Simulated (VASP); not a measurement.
# Ti (Fm-3m) in VASP: notebook, part 2 of 2

VASP 6.6.1.

### 3 Single point, PBE (7.83 Å³/atom)

The input, INCAR:

```
PREC     = Accurate       # precision mode
ENCUT    = 520            # plane-wave cutoff, eV
EDIFF    = 1E-6           # SCF threshold, eV
ISMEAR   = -1             # smearing method
SIGMA    = 0.08           # smearing width, eV
LREAL    = F              # projectors in reciprocal space
LASPH    = T              # aspherical terms in the spheres
NELM     = 60             # most SCF steps
ALGO     = Normal         # electronic algorithm
ISIF     = 2              # what is computed and relaxed
LWAVE    = F              # write WAVECAR
LCHARG   = F              # write CHGCAR
GGA      = PE             # functional
NBANDS   = 12             # bands
```

The input, KPOINTS:

```
Automatic mesh
0
Gamma
  18 18 18
```

The input, POSCAR:

```
Ti
1.0
    0.0000000000      1.5762846064      1.5762846064
    1.5762846064      0.0000000000      1.5762846064
    1.5762846064      1.5762846064      0.0000000000
Ti
1
Direct
    0.0000000000      0.0000000000      0.0000000000
```

Potentials or basis: VASP PAW PBE potentials, release 64 (Ti_sv).

Launch:

```console
$ cat potpaw_PBE.64/Ti_sv/POTCAR > POTCAR
$ mpirun -np 1 vasp_std > vasp.out
```

OUTCAR:

```text
PREC = Accurate
   ENCUT = 520
   EDIFF = 1E-6
   ISMEAR = -1
   LREAL = F
   LASPH = T
   NELM = 60
   ISIF = 2
   GGA = PE

 ion  position               nearest neighbor table
   1  0.000  0.000  0.000-

  LATTYP: Found a face centered cubic cell.
 ALAT       =     3.1525692128

  Lattice vectors:

 A1 = (   0.0000000000,   1.5762846064,   1.5762846064)
 A2 = (   1.5762846064,   0.0000000000,   1.5762846064)
 A3 = (   1.5762846064,   1.5762846064,   0.0000000000)

Analysis of symmetry for initial positions (statically):
=====================================================================
 Subroutine PRICEL returns:
 Original cell was already a primitive cell.

 Routine SETGRP: Setting up the symmetry group for a
 face centered cubic supercell.

 Subroutine GETGRP returns: Found 48 space group operations
 (whereof 48 operations were pure point group operations)
 out of a pool of 48 trial point group operations.

The static configuration has the point symmetry O_h .

Analysis of symmetry for dynamics (positions and initial velocities):
=====================================================================
 Subroutine PRICEL returns:
 Original cell was already a primitive cell.

 Routine SETGRP: Setting up the symmetry group for a
 face centered cubic supercell.

 Subroutine GETGRP returns: Found 48 space group operations
 (whereof 48 operations were pure point group operations)
 out of a pool of 48 trial point group operations.

The dynamic configuration has the point symmetry O_h .

 Subroutine INISYM returns: Found 48 space group operations
 (whereof 48 operations are pure point group operations),
 and found     1 'primitive' translations

----------------------------------------------------------------------------------------

                                     Primitive cell

  volume of cell :       7.8331

[... 107 lines left out ...]
  volume/ion in A,a.u.               =       7.83        52.86
  Fermi-wavevector in a.u.,A,eV,Ry     =   1.887226  3.566340 48.458817  3.561623
  Thomas-Fermi vector in A             =   2.929314
   LORBIT       =      0    0 simple, 1 ext, 2 COOP (PROOUT), +10 PAW based schemes
   GGA     = PE    functional components
   LHFCALC =     F    Hartree Fock is set to
   AEXX    =    0.0000 exact exchange contribution
   IVDW    =     0    specifies the selected vdW correction
   LEPSILON=     F    determine dielectric tensor
   LRPA    =     F    only Hartree local field effects (RPA)
 non-spin polarized calculation
  energy-cutoff  :      520.00
  volume of cell :        7.83
 maximum number of plane-waves:       222
 NGX is ok and might be reduce to    18
   NGX =  9   NGY =  9   NGZ =  9

 number of electron      11.9999998 magnetization

 Free energy of the ion-electron system (eV)
  ---------------------------------------------------
  ext. energy  EPLUGINS =         0.00000000
  ---------------------------------------------------
  free energy    TOTEN  =        -2.77055514 eV

  energy without entropy =       -2.75919216  energy(sigma->0) =       -2.76487365

 E-fermi :  19.9270     XC(G=0): -15.8641

 val. band max:       19.9230827404   @ k =  -0.3889   0.0556   0.0000
 cond. band min:      19.9288793382   @ k =   0.3889   0.1111   0.0556
 fundamental gap:      0.0057965978
 Fermi energy:        19.9270425570

 k-point     1 :       0.0000    0.0000    0.0000
  band No.  band energies     occupation
      1     -37.8719      2.00000
      2      -9.9708      2.00000
      3      -9.9708      2.00000
      4      -9.9708      2.00000
      5      14.4604      2.00000
      6      20.3797      0.00695
      7      20.3797      0.00695
      8      20.3797      0.00695
      9      24.8129      0.00000
     10      24.8129      0.00000
     11      39.5859      0.00000
     12      48.8441      0.00000
[... 331 lines left out ...]
 k-point    24 :      -0.2222    0.0556    0.0000
  band No.  band energies     occupation
      1     -36.9750      2.00000
      2     -12.9936      2.00000
      3     -10.5266      2.00000
      4     -10.2288      2.00000
      5      16.4499      2.00000
      6      20.3144      0.01565
      7      21.0861      0.00000
      8      21.1416      0.00000
      9      24.0862      0.00000
     10      25.6684      0.00000
     11      41.2258      0.00000
     12      45.1317      0.00000

 [... further k-points ...]
[... 5 lines left out ...]
  --------------------------------------------------------------------------------------
  -------------------------------------------------------------------------------------
  Total       14.4790921     14.4790921     14.4790921     -0.0000000     -0.0000000      0.0000000
  in kB     2961.5428029   2961.5428029   2961.5428029     -0.0000000     -0.0000000      0.0000000
  external PRESSURE =    2961.5428029 kB  Pullay stress =       0.0000000 kB

 VOLUME and BASIS-vectors are now :
 -----------------------------------------------------------------------------
  energy-cutoff  :      520.00
  volume of cell :        7.83
      direct lattice vectors                 reciprocal lattice vectors
     0.000000000  1.576284606  1.576284606    -0.317201601  0.317201601  0.317201601
     1.576284606  0.000000000  1.576284606     0.317201601 -0.317201601  0.317201601
     1.576284606  1.576284606  0.000000000     0.317201601  0.317201601 -0.317201601

 POSITION                                       TOTAL-FORCE (eV/Angst)
 -----------------------------------------------------------------------------------
      0.00000      0.00000      0.00000         0.000000      0.000000      0.000000
 -----------------------------------------------------------------------------------
    total drift:                                0.000000     -0.000000      0.000000

  FREE ENERGIE OF THE ION-ELECTRON SYSTEM (eV)
  ---------------------------------------------------
  free  energy   TOTEN  =        -2.7705551448 eV

  energy  without entropy=       -2.7591921638  energy(sigma->0) =       -2.76487365
```

OSZICAR:

```text
N       E                     dE             d eps       ncg     rms          rms(c)
DAV:   1     0.807878362687E+02    0.80788E+02   -0.65542E+03  4800   0.141E+03
DAV:   2    -0.546868938038E-01   -0.80843E+02   -0.77690E+02  4796   0.305E+02
DAV:   3    -0.233780011620E+01   -0.22831E+01   -0.22166E+01  5448   0.537E+01
DAV:   4    -0.238452900237E+01   -0.46729E-01   -0.46622E-01  5224   0.647E+00
DAV:   5    -0.238511310128E+01   -0.58410E-03   -0.58407E-03  5376   0.652E-01    0.258E+01
DAV:   6    -0.250651329728E+01   -0.12140E+00   -0.33238E-01  5808   0.735E+00    0.135E+01
DAV:   7    -0.271260697515E+01   -0.20609E+00   -0.31112E-01  5388   0.519E+00    0.303E+00
DAV:   8    -0.277085657143E+01   -0.58250E-01   -0.16896E-01  4984   0.384E+00    0.711E-01
DAV:   9    -0.277017059380E+01    0.68598E-03   -0.80985E-03  5248   0.108E+00    0.180E-01
DAV:  10    -0.277056219679E+01   -0.39160E-03   -0.17206E-03  4756   0.389E-01    0.491E-02
DAV:  11    -0.277055510417E+01    0.70926E-05   -0.16302E-04  5240   0.161E-01    0.451E-02
DAV:  12    -0.277055557160E+01   -0.46744E-06   -0.34110E-05  4828   0.677E-02    0.202E-03
DAV:  13    -0.277055514478E+01    0.42682E-06   -0.24908E-07  3752   0.551E-03
   1 F= -.27705551E+01 E0= -.27648737E+01  d E =-.113630E-01
```

stdout:

```text
POSCAR found type information on POSCAR Ti
 POSCAR found :  1 types and       1 ions
 scaLAPACK will be used
 LDA part: xc-table for (Slater+PW92), standard interpolation
 POSCAR, INCAR and KPOINTS ok, starting setup
 FFT: planning ... GRIDC
 FFT: planning ... GRID_SOFT
 FFT: planning ... GRID
 WAVECAR not read
 entering main loop
```

It took 22 s on 1 thread of Intel Xeon 8259CL, shared host; peak memory 0.13 GiB.

What came out:

* Free energy: -2.7706 eV
* Pressure: 296.2 GPa
* Band gap on the k mesh: zero (bands 6 and 7 overlap by 1.44 eV)

Levels at points of the mesh, in eV from the Fermi level:
```csv
k point,band 2,band 3,band 4,band 5,band 6,band 7,band 8,band 9,band 10,band 11
"(0.00, 0.00, 0.00)",-29.90,-29.90,-29.90,-5.47,0.45,0.45,0.45,4.89,4.89,19.66
"(0.50, 0.00, 0.00)",-35.98,-30.58,-30.58,-5.12,-0.01,-0.01,6.59,7.95,7.95,19.33
"(0.50, 0.50, 0.00)",-35.42,-31.92,-31.92,-7.32,-5.96,7.94,8.82,8.82,11.52,22.72
```

Caveat: the cell stands under pressure.

### 4 Single point, PBE (9.05 Å³/atom)

This run uses another cell than the first one, of 9.05 Å³/atom.

The input, INCAR:

```
SYSTEM = Ti
ALGO = Normal ; EDIFF = 1E-6
ENCUT = 520 ; GGA = PE
ISIF = 2 ; ISMEAR = -1
LASPH = .TRUE. ; LCHARG = .FALSE.
LREAL = .FALSE. ; LWAVE = .FALSE.
NBANDS = 12 ; NELM = 60
PREC = Accurate ; SIGMA = 0.08
```

The input, KPOINTS:

```
k-points
0
G
  18 18 18
  0 0 0
```

The input, POSCAR:

```
Ti
1.0
    0.0000000000      1.6541119949      1.6541119949
    1.6541119949      0.0000000000      1.6541119949
    1.6541119949      1.6541119949      0.0000000000
Ti
1
Direct
    0.0000000000      0.0000000000      0.0000000000
```

Launch:

```console
$ cat potpaw_PBE.64/Ti_sv/POTCAR > POTCAR
$ mpirun -np 1 vasp_std > vasp.out
```

It took 24 s on 1 thread of Intel Xeon 8259CL, shared host; peak memory 0.13 GiB.

The run converged. Its results:

```
Free energy            : -4.6034 eV
Pressure               : 193.9 GPa
Band gap on the k mesh : zero (bands 6 and 7 overlap by 1.81 eV)
```

Levels at points of the mesh, in eV from the Fermi level:
```
           k point  band 2  band 3  band 4  band 5  band 6  band 7  band 8  band 9  band 10  band 11
(0.00, 0.00, 0.00)  -30.44  -30.44  -30.44   -6.23    0.72    0.72    0.72    4.47     4.47    18.90
(0.50, 0.00, 0.00)  -34.78  -30.93  -30.93   -4.56    0.35    0.35    4.74    7.03     7.03    17.96
(0.50, 0.50, 0.00)  -34.39  -31.88  -31.88   -6.11   -4.80    7.02    7.74    7.74     8.93    20.12
```

Caveat: the cell stands under pressure.

### 5 Single point, PBE (10.44 Å³/atom)

This run uses another cell than the first one, of 10.44 Å³/atom.

The input, INCAR:

```
PREC = Accurate
ENCUT = 520
EDIFF = 1E-6
ISMEAR = -1
SIGMA = 0.08
LREAL = False
LASPH = True
NELM = 80
ALGO = Normal
ISIF = 2
LWAVE = False
LCHARG = True
GGA = PE
LELF = True
LVHAR = True
NBANDS = 12
```

The input, KPOINTS:

```
regular mesh
0
Gamma
  18 18 18
```

The input, POSCAR:

```
Ti
1.0
    0.0000000000      1.7349256979      1.7349256979
    1.7349256979      0.0000000000      1.7349256979
    1.7349256979      1.7349256979      0.0000000000
Ti
1
Direct
    0.0000000000      0.0000000000      0.0000000000
```

Launch:

```console
$ cat potpaw_PBE.64/Ti_sv/POTCAR > POTCAR
$ mpirun -np 1 vasp_std > vasp.out
```

Wall time 27 s (1 thread of Intel Xeon 8259CL, shared host); peak memory 0.14 GiB.

The run converged. Its results:

| Property | Result |
| --- | --- |
| Free energy | -5.9490 eV |
| Pressure | 121.4 GPa |
| Band gap on the k mesh | zero (bands 6 and 7 overlap by 1.95 eV) |

Levels at points of the mesh, in eV from the Fermi level:
```
           k point  band 4  band 5  band 6  band 7  band 8  band 9
(0.00, 0.00, 0.00)  -30.94   -6.59    0.89    0.89    0.89    4.05
(0.50, 0.00, 0.00)  -31.29   -4.04    0.59    0.59    3.29    6.19
(0.50, 0.50, 0.00)  -31.95   -5.08   -3.84    6.17    6.77    6.77
```

Caveat: the cell stands under pressure.

### 6 Overview

```tsv
cell	gap on the mesh (eV)	pressure (GPa)
a = 2.229 Å, angles 60.0°, 1 atom	none	296.2
a = 2.339 Å, angles 60.0°, 1 atom	none	193.9
a = 2.454 Å, angles 60.0°, 1 atom	none	121.4
```

Alike in all rows: task single point; level PBE; potentials or basis VASP PAW PBE potentials, release 64 (Ti_sv); no spin polarisation; k mesh 18 × 18 × 18; cutoff (eV) 520; smearing fermi-dirac 0.08 eV.

Caveats: the cell stands under pressure.

Total energies depend on the potentials used, so only differences within one code and one set of settings carry meaning.
